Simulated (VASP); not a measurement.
# Li (P3m1) in VASP: notebook

Runs on Li. Level: PBEsol. Tasks: single point.

Program: VASP 6.6.1. These are calculated values, not measurements. Logs are shortened: lines on timing, memory, paths and dates and some standing lists are left out, and cuts for length are marked.

### 1 The cell of the first run

Symmetry: P3m1, No. 156, trigonal system. Conventional cell: a = 3.034 Å, b = 3.034 Å, c = 10.216 Å, α = 90.00°, β = 90.00°, γ = 120.00°. Li (site symmetry 3m) has 12 Li at 3.03 to 3.14 Å within 4.0 Å. Within 4.0 Å of Li (site symmetry 3m) lie 12 Li at 3.03 to 3.14 Å. Li (site symmetry 3m) has 12 Li at 3.03 to 3.10 Å within 4.0 Å. Li (site symmetry 3m) has 12 Li at 3.03 to 3.10 Å within 4.0 Å.

### 2 Single point, PBEsol

The input, INCAR:

```
  PREC = Accurate
  ENCUT = 520
  EDIFF = 1E-6
  ISMEAR = 0
  SIGMA = 0.1
  LREAL = False
  LASPH = True
  NELM = 80
  ALGO = Normal
  ISIF = 2
  LWAVE = False
  LCHARG = True
  GGA = PS
  LELF = True
  LVHAR = True
  NBANDS = 14
```

The input, KPOINTS:

```
Automatic mesh
0
Gamma
  10 10 3
```

The input, POSCAR:

```
Li
1.0
    3.0343860000      0.0000000000      0.0000000000
   -1.5171930000      2.6278550000      0.0000000000
    0.0000000000      0.0000000000     10.2162080000
Li
4
Direct
    0.0000000000      0.0000000000     -0.0048941838
    0.3333333333      0.6666666667      0.2500000000
    0.0000000000      0.0000000000      0.5000000000
    0.6666666667      0.3333333333      0.7500000000
```

Potentials or basis: VASP PAW PBE potentials, release 64 (Li_sv).

Run with:

```
cat potpaw_PBE.64/Li_sv/POTCAR > POTCAR
mpirun -np 1 vasp_std > vasp.out
```

OUTCAR:

```text
PREC = Accurate
   ENCUT = 520
   EDIFF = 1E-6
   ISMEAR = 0
   LREAL = False
   LASPH = True
   NELM = 80
   ISIF = 2
   GGA = PS

 ion  position               nearest neighbor table
   1  0.000  0.000  0.995-
   2  0.333  0.667  0.250-
   3  0.000  0.000  0.500-
   4  0.667  0.333  0.750-

  LATTYP: Found a hexagonal cell.
 ALAT       =     3.0343860000
 C/A-ratio  =     3.3668122645

  Lattice vectors:

 A1 = (   3.0343860000,   0.0000000000,   0.0000000000)
 A2 = (  -1.5171930000,   2.6278550000,   0.0000000000)
 A3 = (   0.0000000000,   0.0000000000,  10.2162080000)

Analysis of symmetry for initial positions (statically):
=====================================================================
 Subroutine PRICEL returns:
 Original cell was already a primitive cell.

 Routine SETGRP: Setting up the symmetry group for a
 hexagonal supercell.

 Subroutine GETGRP returns: Found  6 space group operations
 (whereof  6 operations were pure point group operations)
 out of a pool of 24 trial point group operations.

The static configuration has the point symmetry C_3v.

Analysis of symmetry for dynamics (positions and initial velocities):
=====================================================================
 Subroutine PRICEL returns:
 Original cell was already a primitive cell.

 Routine SETGRP: Setting up the symmetry group for a
 hexagonal supercell.

 Subroutine GETGRP returns: Found  6 space group operations
 (whereof  6 operations were pure point group operations)
 out of a pool of 24 trial point group operations.

The dynamic configuration has the point symmetry C_3v.

 Subroutine INISYM returns: Found  6 space group operations
 (whereof  6 operations are pure point group operations),
 and found     1 'primitive' translations

----------------------------------------------------------------------------------------

                                     Primitive cell

  volume of cell :      81.4633

  direct lattice vectors                    reciprocal lattice vectors
     3.034386000  0.000000000  0.000000000     0.329555963  0.190269250  0.000000000
    -1.517193000  2.627855000  0.000000000     0.000000000  0.380538500  0.000000000
     0.000000000  0.000000000 10.216208000     0.000000000  0.000000000  0.097883677

  length of vectors
     3.034386000  3.034385687 10.216208000     0.380538461  0.380538500  0.097883677

  position of ions in fractional coordinates (direct lattice)
     0.000000000  0.000000000  0.995105816
     0.333333333  0.666666667  0.250000000
     0.000000000  0.000000000  0.500000000
     0.666666667  0.333333333  0.750000000

  ion indices of the primitive-cell ions
   primitive index   ion index
                 1           1
                 2           2
                 3           3
                 4           4

----------------------------------------------------------------------------------------

 KPOINTS: Automatic mesh

Automatic generation of k-mesh.
 Grid dimensions read from file:
 generate k-points for:   10   10    3

 Generating k-lattice:

  Cartesian coordinates                     Fractional coordinates (reciprocal lattice)
     0.032955596  0.019026925  0.000000000     0.100000000  0.000000000  0.000000000
     0.000000000  0.038053850  0.000000000     0.000000000  0.100000000  0.000000000
     0.000000000  0.000000000  0.032627892     0.000000000  0.000000000  0.333333333

  Length of vectors
     0.038053846  0.038053850  0.032627892

  Shift w.r.t. Gamma in fractional coordinates (k-lattice)
     0.000000000  0.000000000  0.000000000

 Subroutine IBZKPT returns following result:
 ===========================================

 Found     36 irreducible k-points:

 Following reciprocal coordinates:
            Coordinates               Weight
  0.000000  0.000000  0.000000      1.000000
  0.100000 -0.000000  0.000000      6.000000
  0.200000 -0.000000  0.000000      6.000000
  0.300000  0.000000  0.000000      6.000000
  0.400000 -0.000000  0.000000      6.000000
  0.500000  0.000000  0.000000      3.000000
[... 16 lines left out ...]
  0.000000  0.400000  0.333333      6.000000
  0.500000  0.000000  0.333333      6.000000
 [... further k-points ...]
   k-points           NKPTS =     36   k-points in BZ     NKDIM =     36   number of bands    NBANDS=     14
   number of dos      NEDOS =    301   number of ions     NIONS =      4
   total plane-waves  NPLWV =  46080
   dimension x,y,z NGX =    24 NGY =   24 NGZ =   80
   dimension x,y,z NGXF=    48 NGYF=   48 NGZF=  160
   ions per type =               4
   NGX,Y,Z   is equivalent  to a cutoff of  13.15, 13.15, 13.02 a.u.
   NGXF,Y,Z  is equivalent  to a cutoff of  26.30, 26.30, 26.04 a.u.
 SYSTEM =  unknown system
   PREC   = accura    normal or accurate (medium, high low for compatibility)
   ISTART =      0    job   : 0-new  1-cont  2-samecut
   ICHARG =      2    charge: 1-file 2-atom 10-const
   ISPIN  =      1    spin polarized calculation?
   LNONCOLLINEAR =      F non collinear calculations
   LSORBIT =      F    spin-orbit coupling
   LASPH  =      T    aspherical Exc in radial PAW
   ENCUT  =  520.0 eV  38.22 Ry    6.18 a.u.   5.64  5.64 19.00*2*pi/ulx,y,z
   NELM   =     80;   NELMIN=  2; NELMDL= -5     # of ELM steps
   EDIFF  = 0.1E-05   stopping-criterion for ELM
   LREAL  =      F    real-space projection
   EDIFFG = 0.1E-04   stopping-criterion for IOM
   NSW    =      0    number of steps for IOM
   IBRION =     -1    ionic relax: 0-MD 1-quasi-New 2-CG
   NFREE  =      0    steps in history (QN), initial steepest desc. (CG)
   ISIF   =      2    stress and relaxation
   ISYM   =      2    0-nonsym 1-usesym 2-fastsym
   POTIM  = 0.5000    time-step for ionic-motion
   TEBEG  =    0.0;   TEEND  =   0.0 temperature during run
   PSTRESS=    0.0 pullay stress
   NELECT =      12.0000    total number of electrons
   NUPDOWN=      -1.0000    fix difference up-down
   EMIN   =  10.00;   EMAX   =-10.00  energy-range for DOS
   EFERMI =   0.00;   METHOD = LEGACY
   ISMEAR =     0;   SIGMA  =   0.10  broadening in eV -4-tet -1-fermi 0-gaus
   EFERMI_NEDOS =   21; number of points for ismear=-14 and -15
   IALGO  =     38    algorithm
   IMIX   =      4    mixing-type and parameters
     AMIX     =   0.40;   BMIX     =  1.00
     AMIX_MAG =   1.60;   BMIX_MAG =  1.00
  volume/ion in A,a.u.               =      20.37       137.44
  Fermi-wavevector in a.u.,A,eV,Ry     =   0.864599  1.633855 10.170776  0.747531
  Thomas-Fermi vector in A             =   1.982719
   LORBIT       =      0    0 simple, 1 ext, 2 COOP (PROOUT), +10 PAW based schemes
   GGA     = PS    functional components
   LHFCALC =     F    Hartree Fock is set to
   AEXX    =    0.0000 exact exchange contribution
   IVDW    =     0    specifies the selected vdW correction
   LEPSILON=     F    determine dielectric tensor
   LRPA    =     F    only Hartree local field effects (RPA)
 non-spin polarized calculation
 Gauss-broadening in eV      SIGMA  =   0.10
  energy-cutoff  :      520.00
  volume of cell :       81.46
 maximum number of plane-waves:      2216
 NGX is ok and might be reduce to    24
   NGX = 11   NGY = 11   NGZ = 37

 number of electron      12.0000000 magnetization

 Free energy of the ion-electron system (eV)
  ---------------------------------------------------
  ext. energy  EPLUGINS =         0.00000000
  ---------------------------------------------------
  free energy    TOTEN  =        -7.86787319 eV

  energy without entropy =       -7.85643377  energy(sigma->0) =       -7.86215348

 E-fermi :   0.5676     XC(G=0):  -7.0059

 val. band max:        0.4718638168   @ k =   0.4000   0.1000   0.3333
 cond. band min:       0.5943538115   @ k =   0.3000   0.2000   0.3333
 fundamental gap:      0.1224899947
 Fermi energy:         0.5676423795

 k-point     1 :       0.0000    0.0000    0.0000
  band No.  band energies     occupation
      1     -45.3297      2.00000
      2     -45.3004      2.00000
      3     -45.2997      2.00000
      4     -45.2697      2.00000
      5      -2.9350      2.00000
      6      -1.8821      2.00000
      7      -1.8565      2.00000
      8       0.4406      1.92761
      9       3.2912      0.00000
     10       8.0377      0.00000
     11       8.1771      0.00000
     12      13.4665      0.00000
     13      13.4665      0.00000
     14      14.0165      0.00000

 k-point     2 :       0.1000   -0.0000    0.0000
  band No.  band energies     occupation
      1     -45.3284      2.00000
      2     -45.2991      2.00000
      3     -45.2985      2.00000
      4     -45.2685      2.00000
      5      -2.7733      2.00000
      6      -1.7161      2.00000
      7      -1.6893      2.00000
      8       0.6543      0.22031
      9       3.3576      0.00000
     10       8.1316      0.00000
     11       8.2583      0.00000
     12      11.8762      0.00000
     13      12.4052      0.00000
     14      12.9303      0.00000

 k-point     3 :       0.2000   -0.0000    0.0000
  band No.  band energies     occupation
      1     -45.3247      2.00000
      2     -45.2956      2.00000
      3     -45.2949      2.00000
      4     -45.2653      2.00000
      5      -2.2875      2.00000
      6      -1.2208      2.00000
      7      -1.1903      2.00000
      8       1.2942      0.00000
      9       3.5268      0.00000
     10       8.1395      0.00000
     11       8.3240      0.00000
     12       9.7058      0.00000
     13      10.2897      0.00000
     14      10.6229      0.00000

 k-point     4 :       0.3000    0.0000    0.0000
  band No.  band energies     occupation
      1     -45.3201      2.00000
      2     -45.2913      2.00000
      3     -45.2905      2.00000
      4     -45.2614      2.00000
      5      -1.4804      2.00000
      6      -0.4147      2.00000
      7      -0.3790      2.00000
      8       2.3540      0.00000
      9       3.5788      0.00000
     10       6.5878      0.00000
     11       7.1620      0.00000
     12       7.8725      0.00000
     13       9.5205      0.00000
     14       9.7884      0.00000

 k-point     5 :       0.4000   -0.0000    0.0000
  band No.  band energies     occupation
      1     -45.3164      2.00000
      2     -45.2878      2.00000
      3     -45.2869      2.00000
      4     -45.2582      2.00000
      5      -0.3791      2.00000
      6       0.6106      0.54371
      7       0.6511      0.23761
      8       2.8167      0.00000
      9       3.7881      0.00000
     10       4.9639      0.00000
     11       5.2521      0.00000
[... 276 lines left out ...]
 k-point    22 :       0.4000   -0.0000    0.3333
  band No.  band energies     occupation
      1     -45.3164      2.00000
      2     -45.2879      2.00000
      3     -45.2869      2.00000
      4     -45.2582      2.00000
      5      -0.2663      2.00000
      6       0.0723      2.00000
      7       1.3877      0.00000
      8       2.2565      0.00000
      9       4.0822      0.00000
     10       4.5099      0.00000
     11       5.9909      0.00000
     12       6.8718      0.00000
     13       7.6564      0.00000
     14       8.7261      0.00000

 k-point    23 :       0.0000    0.4000    0.3333
  band No.  band energies     occupation
      1     -45.3164      2.00000
      2     -45.2879      2.00000
      3     -45.2869      2.00000
      4     -45.2582      2.00000
      5      -0.2663      2.00000
      6       0.0724      2.00000
      7       1.3874      0.00000
      8       2.2569      0.00000
      9       4.0817      0.00000
     10       4.5102      0.00000
     11       5.9906      0.00000
     12       6.8718      0.00000
     13       7.6585      0.00000
     14       8.7225      0.00000

 k-point    24 :       0.5000    0.0000    0.3333
  band No.  band energies     occupation
      1     -45.3150      2.00000
      2     -45.2865      2.00000
      3     -45.2856      2.00000
      4     -45.2570      2.00000
      5       0.6992      0.06279
      6       0.9209      0.00000
      7       1.5703      0.00000
      8       1.8100      0.00000
      9       4.1977      0.00000
     10       4.2287      0.00000
     11       5.2094      0.00000
     12       5.3963      0.00000
     13       8.1531      0.00000
     14       8.6348      0.00000

 [... further k-points ...]

------------------------ aborting loop because EDIFF is reached ----------------------------------------

  FORCE on cell =-STRESS in cart. coord.  units (eV):
  Direction    XX          YY          ZZ          XY          YZ          ZX
  --------------------------------------------------------------------------------------
  -------------------------------------------------------------------------------------
  Total        0.0711946      0.0711946     -0.4075922      0.0000000     -0.0000000     -0.0000000
  in kB        1.4002182      1.4002178     -8.0163094      0.0000000     -0.0000000     -0.0000000
  external PRESSURE =      -1.7386245 kB  Pullay stress =       0.0000000 kB

 VOLUME and BASIS-vectors are now :
 -----------------------------------------------------------------------------
  energy-cutoff  :      520.00
  volume of cell :       81.46
      direct lattice vectors                 reciprocal lattice vectors
     3.034386000  0.000000000  0.000000000     0.329555963  0.190269250  0.000000000
    -1.517193000  2.627855000  0.000000000     0.000000000  0.380538500  0.000000000
     0.000000000  0.000000000 10.216208000     0.000000000  0.000000000  0.097883677

 POSITION                                       TOTAL-FORCE (eV/Angst)
 -----------------------------------------------------------------------------------
      0.00000      0.00000     10.16621        -0.000000     -0.000000      0.059615
     -0.00000      1.75190      2.55405        -0.000000     -0.000000     -0.028976
      0.00000      0.00000      5.10810         0.000000     -0.000000      0.001345
      1.51719      0.87595      7.66216         0.000000      0.000000     -0.031984
 -----------------------------------------------------------------------------------
    total drift:                                0.000000     -0.000000     -0.000593

  FREE ENERGIE OF THE ION-ELECTRON SYSTEM (eV)
  ---------------------------------------------------
  free  energy   TOTEN  =        -7.8678731881 eV

  energy  without entropy=       -7.8564337705  energy(sigma->0) =       -7.86215348
```

Wall time 30 s (1 thread of AMD EPYC 7R13 (Zen 3), shared host); peak memory 0.16 GiB.

Results:

```yaml
Free_energy: -7.8679 eV
Largest_force: 0.060 eV/Å
Band_gap_on_the_k_mesh: zero (bands 6 and 7 overlap by 4.06 eV)
```

Forces in eV/Å, atoms in the order of the input:
```
Li   0.000  0.000  0.060
Li   0.000  0.000 -0.029
Li   0.000  0.000  0.001
Li   0.000  0.000 -0.032
```

Levels at points of the mesh, in eV from the Fermi level:
| k point | band 3 | band 4 | band 5 | band 6 | band 7 | band 8 | band 9 | band 10 |
| --- | --- | --- | --- | --- | --- | --- | --- | --- |
| (0.00, 0.00, 0.00) | -45.87 | -45.84 | -3.50 | -2.45 | -2.42 | -0.13 | 2.72 | 7.47 |
| (0.50, 0.00, 0.00) | -45.85 | -45.82 | 0.05 | 0.59 | 0.76 | 1.34 | 3.44 | 3.50 |

Caveat: the cutoff is under 1.25 times the usual one of these potentials, so pressure, stress and relaxed cells hold a basis-set (Pulay) error; the PAW data sets were made with another functional, which shifts forces and pressure a little.

[end of part 1 of 2]

The gap in the log of VASP goes by the Fermi energy; the results here count the filled bands.